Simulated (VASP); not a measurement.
# ZnS (P6_3mc) in VASP: notebook

Runs on ZnS. Level: PBEsol. Tasks: electric field gradients.

All numbers are computed with VASP 6.6.1; they aren't measurements. Logs are shortened: lines on timing, memory, paths and dates and some standing lists are left out, and cuts for length are marked.

## 1. The cell of the first run

Symmetry: P6_3mc, No. 186, hexagonal system. Conventional cell: a = 3.811 Å, b = 3.811 Å, c = 6.109 Å, α = 90.00°, β = 90.00°, γ = 120.00°. Zn (site symmetry 3m) has 4 S at 2.31 to 2.35 Å within 3.1 Å. S (site symmetry 3m) has 4 Zn at 2.31 to 2.35 Å within 3.1 Å.

## 2. Electric field gradients, PBEsol (zz strain of -2 %)

Input file INCAR:

```
ALGO     = Normal         # electronic algorithm
EDIFF    = 1E-8           # SCF threshold, eV
ENCUT    = 520            # plane-wave cutoff, eV
GGA      = PS             # functional
ISIF     = 2              # what is computed and relaxed
ISMEAR   = -1             # smearing method
LASPH    = True           # aspherical terms in the spheres
LCHARG   = False          # write CHGCAR
LEFG     = True         
LREAL    = False          # projectors in reciprocal space
LWAVE    = False          # write WAVECAR
NBANDS   = 26             # bands
NELM     = 60             # most SCF steps
PREC     = Accurate       # precision mode
SIGMA    = 0.03           # smearing width, eV
```

Input file KPOINTS:

```
k-points
0
Gamma
  8 8 5
```

Input file POSCAR:

```
ZnS
1.0
    3.8109987816      0.0000000000      0.0000000000
   -1.9054993908      3.3004217586      0.0000000000
    0.0000000000      0.0000000000      6.1093200000
Zn S
2 2
Direct
    0.3333333333      0.6666666667      0.0000000000
    0.6666666667      0.3333333333      0.5000000000
    0.3333333333      0.6666666667      0.3850000000
    0.6666666667      0.3333333333      0.8850000000
```

Potentials or basis: VASP PAW PBE potentials, release 64 (Zn, S).

On the command line:

```sh
cat potpaw_PBE.64/Zn/POTCAR potpaw_PBE.64/S/POTCAR > POTCAR
mpirun -np 1 vasp_std > vasp.out
```

OUTCAR:

```text
EDIFF = 1E-8
   ENCUT = 520
   GGA = PS
   ISIF = 2
   ISMEAR = -1
   LASPH = True
   LREAL = False
   NELM = 60
   PREC = Accurate

 ion  position               nearest neighbor table
   1  0.333  0.667  0.000-   4 2.31   4 2.31   4 2.31   3 2.35
   2  0.667  0.333  0.500-   3 2.31   3 2.31   3 2.31   4 2.35
   3  0.333  0.667  0.385-   2 2.31   2 2.31   2 2.31   1 2.35
   4  0.667  0.333  0.885-   1 2.31   1 2.31   1 2.31   2 2.35

  LATTYP: Found a hexagonal cell.
 ALAT       =     3.8109987816
 C/A-ratio  =     1.6030758208

  Lattice vectors:

 A1 = (   3.8109987816,   0.0000000000,   0.0000000000)
 A2 = (  -1.9054993908,   3.3004217586,   0.0000000000)
 A3 = (   0.0000000000,   0.0000000000,   6.1093200000)

Analysis of symmetry for initial positions (statically):
=====================================================================
 Subroutine PRICEL returns:
 Original cell was already a primitive cell.

 Routine SETGRP: Setting up the symmetry group for a
 hexagonal supercell.

 Subroutine GETGRP returns: Found 12 space group operations
 (whereof  6 operations were pure point group operations)
 out of a pool of 24 trial point group operations.

The static configuration has the point symmetry C_3v.
 The point group associated with its full space group is C_6v.

Analysis of symmetry for dynamics (positions and initial velocities):
=====================================================================
 Subroutine PRICEL returns:
 Original cell was already a primitive cell.

 Routine SETGRP: Setting up the symmetry group for a
 hexagonal supercell.

 Subroutine GETGRP returns: Found 12 space group operations
 (whereof  6 operations were pure point group operations)
 out of a pool of 24 trial point group operations.

The dynamic configuration has the point symmetry C_3v.
 The point group associated with its full space group is C_6v.

 Subroutine INISYM returns: Found 12 space group operations
 (whereof  6 operations are pure point group operations),
 and found     1 'primitive' translations

----------------------------------------------------------------------------------------

                                     Primitive cell

  volume of cell :      76.8424

  direct lattice vectors                    reciprocal lattice vectors
     3.810998782  0.000000000  0.000000000     0.262398405  0.151495789  0.000000000
    -1.905499391  3.300421759  0.000000000     0.000000000  0.302991579  0.000000000
     0.000000000  0.000000000  6.109320000     0.000000000  0.000000000  0.163684338

  length of vectors
     3.810998782  3.810998782  6.109320000     0.302991579  0.302991579  0.163684338

  position of ions in fractional coordinates (direct lattice)
     0.333333333  0.666666667  0.000000000
     0.666666667  0.333333333  0.500000000
     0.333333333  0.666666667  0.385000000
     0.666666667  0.333333333  0.885000000

  ion indices of the primitive-cell ions
   primitive index   ion index
                 1           1
                 2           2
                 3           3
                 4           4

----------------------------------------------------------------------------------------

 KPOINTS: k-points

Automatic generation of k-mesh.
 Grid dimensions read from file:
 generate k-points for:    8    8    5

 Generating k-lattice:

  Cartesian coordinates                     Fractional coordinates (reciprocal lattice)
     0.032799801  0.018936974  0.000000000     0.125000000  0.000000000  0.000000000
     0.000000000  0.037873947  0.000000000     0.000000000  0.125000000  0.000000000
     0.000000000  0.000000000  0.032736868     0.000000000  0.000000000  0.200000000

  Length of vectors
     0.037873947  0.037873947  0.032736868

  Shift w.r.t. Gamma in fractional coordinates (k-lattice)
     0.000000000  0.000000000  0.000000000

 Subroutine IBZKPT returns following result:
 ===========================================

 Found     30 irreducible k-points:

 Following reciprocal coordinates:
            Coordinates               Weight
  0.000000  0.000000  0.000000      1.000000
  0.125000  0.000000  0.000000      6.000000
  0.250000  0.000000  0.000000      6.000000
  0.375000  0.000000  0.000000      6.000000
  0.500000  0.000000  0.000000      3.000000
  0.125000  0.125000  0.000000      6.000000
[... 16 lines left out ...]
  0.250000  0.000000  0.400000     12.000000
  0.375000  0.000000  0.400000     12.000000
 [... further k-points ...]
   k-points           NKPTS =     30   k-points in BZ     NKDIM =     30   number of bands    NBANDS=     26
   number of dos      NEDOS =    301   number of ions     NIONS =      4
   total plane-waves  NPLWV =  37632
   dimension x,y,z NGX =    28 NGY =   28 NGZ =   48
   dimension x,y,z NGXF=    56 NGYF=   56 NGZF=   96
   ions per type =               2   2
   NGX,Y,Z   is equivalent  to a cutoff of  12.21, 12.21, 13.06 a.u.
   NGXF,Y,Z  is equivalent  to a cutoff of  24.43, 24.43, 26.12 a.u.
 SYSTEM =  unknown system
   PREC   = accura    normal or accurate (medium, high low for compatibility)
   ISTART =      0    job   : 0-new  1-cont  2-samecut
   ICHARG =      2    charge: 1-file 2-atom 10-const
   ISPIN  =      1    spin polarized calculation?
   LNONCOLLINEAR =      F non collinear calculations
   LSORBIT =      F    spin-orbit coupling
   LASPH  =      T    aspherical Exc in radial PAW
   ENCUT  =  520.0 eV  38.22 Ry    6.18 a.u.   7.09  7.09 11.36*2*pi/ulx,y,z
   NELM   =     60;   NELMIN=  2; NELMDL= -5     # of ELM steps
   EDIFF  = 0.1E-07   stopping-criterion for ELM
   LREAL  =      F    real-space projection
   EDIFFG = 0.1E-06   stopping-criterion for IOM
   NSW    =      0    number of steps for IOM
   IBRION =     -1    ionic relax: 0-MD 1-quasi-New 2-CG
   NFREE  =      0    steps in history (QN), initial steepest desc. (CG)
   ISIF   =      2    stress and relaxation
   ISYM   =      2    0-nonsym 1-usesym 2-fastsym
   POTIM  = 0.5000    time-step for ionic-motion
   TEBEG  =    0.0;   TEEND  =   0.0 temperature during run
   PSTRESS=    0.0 pullay stress
   NELECT =      36.0000    total number of electrons
   NUPDOWN=      -1.0000    fix difference up-down
   EMIN   =  10.00;   EMAX   =-10.00  energy-range for DOS
   EFERMI =   0.00;   METHOD = LEGACY
   ISMEAR =    -1;   SIGMA  =   0.03  broadening in eV -4-tet -1-fermi 0-gaus
   EFERMI_NEDOS =   21; number of points for ismear=-14 and -15
   IALGO  =     38    algorithm
   IMIX   =      4    mixing-type and parameters
     AMIX     =   0.40;   BMIX     =  1.00
     AMIX_MAG =   1.60;   BMIX_MAG =  1.00
  volume/ion in A,a.u.               =      19.21       129.64
  Fermi-wavevector in a.u.,A,eV,Ry     =   1.271477  2.402744 21.995921  1.616655
  Thomas-Fermi vector in A             =   2.404408
   LORBIT       =      0    0 simple, 1 ext, 2 COOP (PROOUT), +10 PAW based schemes
   GGA     = PS    functional components
   LHFCALC =     F    Hartree Fock is set to
   AEXX    =    0.0000 exact exchange contribution
   IVDW    =     0    specifies the selected vdW correction
   LEPSILON=     F    determine dielectric tensor
   LRPA    =     F    only Hartree local field effects (RPA)
 non-spin polarized calculation
  energy-cutoff  :      520.00
  volume of cell :       76.84
 maximum number of plane-waves:      2084
   NGX = 15   NGY = 15   NGZ = 23

 number of electron      35.9999976 magnetization

 Free energy of the ion-electron system (eV)
  ---------------------------------------------------
  ext. energy  EPLUGINS =         0.00000000
  ---------------------------------------------------
  free energy    TOTEN  =       -15.14954174 eV

  energy without entropy =      -15.14954174  energy(sigma->0) =      -15.14954174

 E-fermi :   2.9208     XC(G=0):  -9.9647

 val. band max:        2.3005784448   @ k =   0.0000   0.0000   0.0000
 cond. band min:       4.4759176480   @ k =   0.0000   0.0000   0.0000
 fundamental gap:      2.1753392032
 Fermi energy:         2.9207641698

 k-point     1 :       0.0000    0.0000    0.0000
  band No.  band energies     occupation
      1     -11.0879      2.00000
      2     -10.0564      2.00000
      3      -4.2106      2.00000
      4      -4.2106      2.00000
      5      -4.1523      2.00000
      6      -4.1404      2.00000
[... 18 lines left out ...]
     25       9.7984      0.00000
     26      11.6461      0.00000

 k-point     2 :       0.1250    0.0000    0.0000
  band No.  band energies     occupation
      1     -10.9785      2.00000
      2      -9.9972      2.00000
      3      -4.2231      2.00000
      4      -4.1853      2.00000
      5      -4.1388      2.00000
      6      -4.1195      2.00000
[... 18 lines left out ...]
     25      10.2907      0.00000
     26      10.8413      0.00000

 k-point     3 :       0.2500    0.0000    0.0000
  band No.  band energies     occupation
      1     -10.6840      2.00000
      2      -9.8610      2.00000
      3      -4.2330      2.00000
      4      -4.1297      2.00000
      5      -4.1188      2.00000
      6      -4.0391      2.00000
[... 18 lines left out ...]
     25      10.6235      0.00000
     26      11.2868      0.00000

 k-point     4 :       0.3750    0.0000    0.0000
  band No.  band energies     occupation
      1     -10.3166      2.00000
      2      -9.7576      2.00000
      3      -4.2099      2.00000
      4      -4.0862      2.00000
      5      -4.0592      2.00000
      6      -3.9310      2.00000
[... 18 lines left out ...]
     25      11.0023      0.00000
     26      12.4588      0.00000
[... 496 lines left out ...]
      1     -10.6747      2.00000
      2     -10.3743      2.00000
      3      -4.2234      2.00000
      4      -4.1898      2.00000
      5      -4.1660      2.00000
      6      -4.1419      2.00000
[... 18 lines left out ...]
     25       9.5019      0.00000
     26      10.0338      0.00000

 k-point    23 :       0.2500    0.0000    0.4000
  band No.  band energies     occupation
      1     -10.4195      2.00000
      2     -10.1658      2.00000
      3      -4.2433      2.00000
      4      -4.2009      2.00000
      5      -4.0981      2.00000
      6      -4.0649      2.00000
[... 18 lines left out ...]
     25      10.1551      0.00000
     26      10.6003      0.00000

 k-point    24 :       0.3750    0.0000    0.4000
  band No.  band energies     occupation
      1     -10.1228      2.00000
      2      -9.9490      2.00000
      3      -4.2337      2.00000
      4      -4.1886      2.00000
      5      -4.0351      2.00000
      6      -3.9867      2.00000
[... 18 lines left out ...]
     25      11.2535      0.00000
     26      11.6060      0.00000

 [... further k-points ...]
[... 5 lines left out ...]
  --------------------------------------------------------------------------------------
  -------------------------------------------------------------------------------------
  Total        0.0534649      0.0534649      0.3624834      0.0000000      0.0000000      0.0000000
  in kB        1.1147515      1.1147515      7.5578387      0.0000000      0.0000000      0.0000000
  external PRESSURE =       3.2624472 kB  Pullay stress =       0.0000000 kB

 VOLUME and BASIS-vectors are now :
 -----------------------------------------------------------------------------
  energy-cutoff  :      520.00
  volume of cell :       76.84
      direct lattice vectors                 reciprocal lattice vectors
     3.810998782  0.000000000  0.000000000     0.262398405  0.151495789  0.000000000
    -1.905499391  3.300421759  0.000000000     0.000000000  0.302991579  0.000000000
     0.000000000  0.000000000  6.109320000     0.000000000  0.000000000  0.163684338

 POSITION                                       TOTAL-FORCE (eV/Angst)
 -----------------------------------------------------------------------------------
     -0.00000      2.20028      0.00000         0.000000     -0.000000      0.216256
      1.90550      1.10014      3.05466        -0.000000      0.000000      0.216256
     -0.00000      2.20028      2.35209         0.000000     -0.000000     -0.216256
      1.90550      1.10014      5.40675        -0.000000     -0.000000     -0.216256
 -----------------------------------------------------------------------------------
    total drift:                               -0.000000     -0.000000      0.000380

  FREE ENERGIE OF THE ION-ELECTRON SYSTEM (eV)
  ---------------------------------------------------
  free  energy   TOTEN  =       -15.1495417428 eV

  energy  without entropy=      -15.1495417428  energy(sigma->0) =      -15.14954174

 Electric field gradients (V/A^2)
---------------------------------------------------------------------
 ion       V_xx      V_yy      V_zz      V_xy      V_xz      V_yz
---------------------------------------------------------------------
   1      -5.288    -5.281    10.569     0.006     0.000    -0.000
   2      -5.288    -5.281    10.569     0.006    -0.000     0.000
   3       4.379     4.379    -8.758    -0.000    -0.000     0.000
   4       4.379     4.379    -8.758    -0.000     0.000    -0.000
---------------------------------------------------------------------

 Electric field gradients after diagonalization (V/A^2)
 (convention: |V_zz| > |V_xx| > |V_yy|)
----------------------------------------------------------------------
 ion       V_xx      V_yy      V_zz     asymmetry (V_yy - V_xx)/ V_zz
----------------------------------------------------------------------
   1      -5.291    -5.278    10.569       0.001
   2      -5.291    -5.278    10.569       0.001
   3       4.379     4.379    -8.758       0.000
   4       4.379     4.379    -8.758       0.000
----------------------------------------------------------------------

           NMR quadrupolar parameters

 Cq : quadrupolar parameter    Cq=e*Q*V_zz/h
 eta: asymmetry parameters     (V_yy - V_xx)/ V_zz
 Q  : nuclear electric quadrupole moment in mb (millibarn)
----------------------------------------------------------------------
 ion       Cq(MHz)       eta       Q (mb)
----------------------------------------------------------------------
   1       0.026       0.001       1.000
   2       0.026       0.001       1.000
   3      -0.021       0.000       1.000
   4      -0.021       0.000       1.000
----------------------------------------------------------------------
```

Wall time 1.8 min (1 thread of Intel Xeon 8259CL, shared host); peak memory 0.21 GiB.

Results:

| Property | Result |
| --- | --- |
| Free energy | -15.1495 eV |
| Pressure | 0.3 GPa |
| Largest force | 0.216 eV/Å |
| Band gap on the k mesh | 2.18 eV |
| Largest electric field gradient by atom | Zn +10.6; S -8.8 V/Å² |

Forces in eV/Å, atoms in the order of the input:
```
Zn   0.000  0.000  0.216
Zn   0.000  0.000  0.216
S    0.000  0.000 -0.216
S    0.000  0.000 -0.216
```

Levels at points of the mesh, in eV from the valence-band top:
| k point | band 14 | band 15 | band 16 | band 17 | band 18 | band 19 | band 20 | band 21 | band 22 | band 23 |
| --- | --- | --- | --- | --- | --- | --- | --- | --- | --- | --- |
| (0.00, 0.00, 0.00) | -1.02 | -1.02 | -0.07 | -0.07 | 0.00 | 2.18 | 2.73 | 6.06 | 6.06 | 6.69 |
| (0.50, 0.00, 0.00) | -4.32 | -3.37 | -2.46 | -1.71 | -1.04 | 3.34 | 4.22 | 5.09 | 6.93 | 7.57 |

Electric field gradients, principal values (V/Å²):
| atom | least | middle | greatest (by size) |
| --- | --- | --- | --- |
| 1 Zn | -5.278 | -5.291 | 10.569 |
| 2 Zn | -5.278 | -5.291 | 10.569 |
| 3 S | 4.379 | 4.379 | -8.758 |
| 4 S | 4.379 | 4.379 | -8.758 |

Caveat: the cell differs from its parent crystal (zz strain of -2 %); without QUAD_EFG the Cq values of the log hold for a quadrupole moment of 1 mb, not for the nuclei; the PAW data sets were made with another functional, which shifts forces and pressure a little.

(Part 1 of 2 ends here.)
